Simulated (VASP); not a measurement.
Set up this calculation in VASP 6.6.1, as the native input.

```yaml
Task: density of states
Functional: LDA
Potentials_or_basis: VASP PAW LDA potentials, release 64 (Na_pv, Cl)
Cutoff: 520 eV
k_mesh: 6 × 4 × 6
Occupations: gaussian, width 0.02 eV
Spin: no spin polarisation
Dipole_correction: no
k_mesh_for_the_DOS: 9 × 6 × 9
Occupations_for_the_DOS: tetrahedron
Further_INCAR_settings: ALGO = Normal; EDIFF = 1e-06
```

The system is NaCl.

```
Na Cl
1.0
     4.57956    0.00000    0.00000
     0.00000    5.57722    0.00000
    -2.09341    0.00000    4.14229
Na Cl
2 2
Cartesian
  1.1510 4.1829 0.7155
  1.3351 1.3943 3.4268
  1.3493 4.1829 3.4137
  1.1369 1.3943 0.7286
```

The input as run:

POSCAR

```
NaCl
1.0
    4.5795615343      0.0000000000      0.0000000000
    0.0000000000      5.5772229718      0.0000000000
   -2.0934105244      0.0000000000      4.1422927297
Na Cl
2 2
Direct
    0.3303002175      0.7500000000      0.1727299337
    0.6696997825      0.2500000000      0.8272700663
    0.6713427262      0.7500000000      0.8241100717
    0.3286572738      0.2500000000      0.1758899283
```

INCAR.step1

```
PREC     = Accurate       # precision mode
ENCUT    = 520            # plane-wave cutoff, eV
EDIFF    = 1E-6           # SCF threshold, eV
ISMEAR   = 0              # smearing method
SIGMA    = 0.02           # smearing width, eV
LREAL    = False          # projectors in reciprocal space
LASPH    = True           # aspherical terms in the spheres
NELM     = 100            # most SCF steps
ALGO     = Normal         # electronic algorithm
ISIF     = 2              # what is computed and relaxed
LWAVE    = False          # write WAVECAR
LCHARG   = True           # write CHGCAR
NBANDS   = 22             # bands
```

KPOINTS.step1

```
Automatic mesh
0
Gamma
  6 4 6
```

INCAR.step2

```
PREC     = Accurate       # precision mode
ENCUT    = 520            # plane-wave cutoff, eV
EDIFF    = 1E-6           # SCF threshold, eV
ISMEAR   = -5             # smearing method
SIGMA    = 0.02           # smearing width, eV
LREAL    = False          # projectors in reciprocal space
LASPH    = True           # aspherical terms in the spheres
NELM     = 100            # most SCF steps
ALGO     = Normal         # electronic algorithm
ISIF     = 2              # what is computed and relaxed
LWAVE    = False          # write WAVECAR
LCHARG   = False          # write CHGCAR
LORBIT   = 10             # projections on sites
NEDOS    = 2001           # points of the DOS
ICHARG   = 11             # starting density
```

KPOINTS.step2

```
Automatic mesh
0
Gamma
  9 6 9
```

Potentials or basis: VASP PAW LDA potentials, release 64 (Na_pv, Cl).

The run is started by

```console
$ cat potpaw_LDA.64/Na_pv/POTCAR potpaw_LDA.64/Cl/POTCAR > POTCAR
$ cp INCAR.step1 INCAR
$ cp KPOINTS.step1 KPOINTS
$ mpirun -np 1 vasp_std > vasp.out
$ cp INCAR.step2 INCAR
$ cp KPOINTS.step2 KPOINTS
$ mpirun -np 1 vasp_std > vasp.out
```

It gave:

```
Valence electrons inside the program's atomic spheres : Na 6.03; Cl 5.14
```

Wall time 3.1 min on 1 thread of Intel(R) Xeon(R) Platinum 8488C (Sapphire Rapids), with other jobs on the host, peak memory 0.36 GiB.
